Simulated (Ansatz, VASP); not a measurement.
Two plane-wave programs on C

INCAR

```
ALGO = Normal
EDIFF = 1E-7
EDIFFG = -0.005
ENCUT = 600
GGA = PE
GGA_COMPAT = False
IBRION = 2
ISIF = 3
ISMEAR = 0
LASPH = True
LCHARG = False
LREAL = False
LWAVE = False
NELM = 120
NELMIN = 4
NSW = 80
PREC = Accurate
SIGMA = 0.01
```

The input KPOINTS:

```
k-points
0
Gamma
  13 13 13
```

The input POSCAR:

```
C
1.0
    0.0000000000      1.7803726000      1.7803726000
    1.7803726000      0.0000000000      1.7803726000
    1.7803726000      1.7803726000      0.0000000000
C
2
Direct
    0.0000000000      0.0000000000      0.0000000000
    0.2500000000      0.2500000000      0.2500000000
```

Input for Ansatz:

```yaml
crystal:
  lattice:
    - [0.0, 1.7803726, 1.7803726]
    - [1.7803726, 0.0, 1.7803726]
    - [1.7803726, 1.7803726, 0.0]
  atoms:
    - { symbol: C, position: [0.0, 0.0, 0.0] }
    - { symbol: C, position: [0.25, 0.25, 0.25] }
basis:
  ecutwfc: 420
  xc_grid: 2
hamiltonian:
  xc: pbe
  pseudopotentials: { kind: paw, azcp: { folder: soft_1 } }
kpoints:
  mp_grid: { grid: [13, 13, 13] }
scf:
  occupations: { method: fixed }
  max_iter: 100
relax:
  f_tol: 0.005
  max_steps: 60
  cell: {}
output:
  forces: true
  stress: true
checkpoint:
  write: "../cell.run"
  compress: false
  write_wavefunctions: false
  write_every: 100000
```

Alike in both runs: task relaxation of cell and atoms; functional PBE; k mesh 13 × 13 × 13; no spin polarisation.

|  | VASP | Ansatz |
| --- | --- | --- |
| version | VASP 6.6.1 | Ansatz 0.2.0 |
| potentials or method | VASP PAW PBE potentials, release 64 (C), cutoff 600 eV | plane-wave PAW DFT |
| occupations | gaussian, width 0.01 eV | fixed |
| valence electrons in the cell | 8 | 8 |

|  | VASP | Ansatz | Ansatz less VASP |
| --- | --- | --- | --- |
| relaxed volume (Å³/atom) | 5.70 | 5.70 | 0.000 |
| relaxed cell length with the largest relative difference (Å) | 2.526 | 2.526 | 0.0000 |
